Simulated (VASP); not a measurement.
Here is a VASP 6.6.1 calculation.

The input INCAR:

```
SYSTEM = Y5AlN6
PREC     = Accurate       ! precision mode
ENCUT    = 520            ! plane-wave cutoff, eV
EDIFF    = 1E-6           ! SCF threshold, eV
ISMEAR   = 0              ! smearing method
SIGMA    = 0.1            ! smearing width, eV
LREAL    = .FALSE.        ! projectors in reciprocal space
LASPH    = .TRUE.         ! aspherical terms in the spheres
NELM     = 60             ! most SCF steps
ALGO     = Normal         ! electronic algorithm
ISIF     = 2              ! what is computed and relaxed
LWAVE    = .FALSE.        ! write WAVECAR
LCHARG   = .FALSE.        ! write CHGCAR
GGA      = PE             ! functional
NBANDS   = 56             ! bands
```

Contents of KPOINTS:

```
Automatic mesh
0
G
  6 6 1
  0 0 0
```

POSCAR

```
Y5AlN6
1.0
    3.5886638200      0.0000000000      0.0000000000
    0.0000000000      3.5886638200      0.0000000000
    0.0000000000      0.0000000000     15.2254111200
Y Al N
5 1 6
Direct
    0.0000000000      0.0000000000      0.8333333300
    0.5000000000      0.5000000000      0.0000000000
    0.0000000000      0.0000000000      0.1666666700
    0.5000000000      0.5000000000      0.3333333300
    0.5000000000      0.5000000000      0.6666666700
    0.0000000000      0.0000000000      0.5000000000
    0.0000000000      0.0000000000      0.0000000000
    0.5000000000      0.5000000000      0.1666666700
    0.0000000000      0.0000000000      0.3333333300
    0.5000000000      0.5000000000      0.5000000000
    0.0000000000      0.0000000000      0.6666666700
    0.5000000000      0.5000000000      0.8333333300
```

Potentials or basis: VASP PAW PBE potentials, release 64 (Y_sv, Al, N).

The run is started by

```sh
$ cat potpaw_PBE.64/Y_sv/POTCAR potpaw_PBE.64/Al/POTCAR potpaw_PBE.64/N/POTCAR > POTCAR
$ mpirun -np 1 vasp_std > vasp.out
```

Q: Estimate the largest force.

A: 1.070 eV/Å.

Q: Predict the band gap on the k mesh.

A: 0.43 eV, direct.

Forces on the atoms (eV/Å):
```
Y    0.000  0.000 -0.038
Y    0.000  0.000  0.000
Y    0.000  0.000  0.038
Y    0.000  0.000  1.070
Y    0.000  0.000 -1.070
Al   0.000  0.000  0.000
N    0.000  0.000  0.000
N    0.000  0.000 -0.025
N    0.000  0.000  0.140
N    0.000  0.000  0.000
N    0.000  0.000 -0.140
N    0.000  0.000  0.025
```

Caveat: forces of over 1 eV/Å act on the atoms, so gaps and moduli don't describe the material at rest. A k mesh can miss the band edges.
